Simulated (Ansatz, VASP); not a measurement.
## SnO3F2: VASP beside Ansatz

INCAR

```
PREC = Accurate
ENCUT = 600
EDIFF = 1E-6
ISMEAR = -1
SIGMA = 0.15
LREAL = False
LASPH = True
NELM = 120
ALGO = Normal
ISIF = 2
LWAVE = False
LCHARG = False
GGA = PE
NBANDS = 32
GGA_COMPAT = False
```

File KPOINTS:

```
Automatic mesh
0
Gamma
  1 1 1
```

File POSCAR:

```
SnO3F2
1.0
    1.6391927159     -5.1192389394     -2.8210808711
   -1.3945633991     -4.9884006249      2.3530884747
   -4.0978452616     -3.6327300464     -2.7002565886
F O Sn
2 3 1
Direct
    0.7284710000      0.7158640000      0.4126910000
    0.9804430000      0.9692750000      0.6517550000
    0.8623790000      0.8170250000      0.5266220000
    1.3253520000      0.8316620000      0.5401960000
    0.8349070000      1.3228770000      0.5293510000
    0.8054890000      0.8836200000      1.0364080000
```

Input for Ansatz:

```yaml
crystal:
  lattice:
  - [1.6391927158828485, -5.119238939375111, -2.8210808710707327]
  - [-1.3945633991055146, -4.988400624870112, 2.353088474712918]
  - [-4.0978452615963326, -3.632730046425749, -2.70025658857729]
  atoms:
  - symbol: F
    position: [0.728471, 0.715864, 0.412691]
  - symbol: F
    position: [0.980443, 0.969275, 0.651755]
  - symbol: O
    position: [0.862379, 0.817025, 0.526622]
  - symbol: O
    position: [1.325352, 0.831662, 0.540196]
  - symbol: O
    position: [0.834907, 1.322877, 0.529351]
  - symbol: Sn
    position: [0.805489, 0.88362, 1.036408]
kpoints:
  mp_grid:
    grid: [1, 1, 1]
    shift: [0.0, 0.0, 0.0]
hamiltonian:
  xc: pbe
  dispersion: none
  pseudopotentials:
    kind: all_electron
    lapw: {}
magnetization: {spin_polarized: false}
scf:
  occupations: {method: fermi_dirac, width: 0.15 eV}
output: {forces: true, stress: true}
```

Alike in both runs: task single point; functional PBE; k mesh 1 × 1 × 1; no spin polarisation.

|  | VASP | Ansatz |
| --- | --- | --- |
| version | VASP 6.6.1 | Ansatz 0.2 development build |
| potentials or method | VASP PAW PBE potentials, release 64 (F, O, Sn_d), cutoff 600 eV | all-electron full-potential LAPW, scalar-relativistic |
| occupations | fermi-dirac, width 0.15 eV | fermi-dirac |

VASP gave:

* pressure (GPa): 10.2
* traceless stress, the component that is largest in VASP (GPa): 7.41
* rms of the force components (eV/Å): 2.747

Problem. Which values does Ansatz return?

Solution. Pressure (GPa): 10.1; traceless stress, the component that is largest in VASP (GPa): 7.10; rms of the force components (eV/Å): 2.684.

Atom by atom the forces differ by 0.065 eV/Å (rms over components). Ansatz ran all-electron here, and VASP with PAW potentials.

The k mesh is coarse, so the values compare programs but aren't converged.
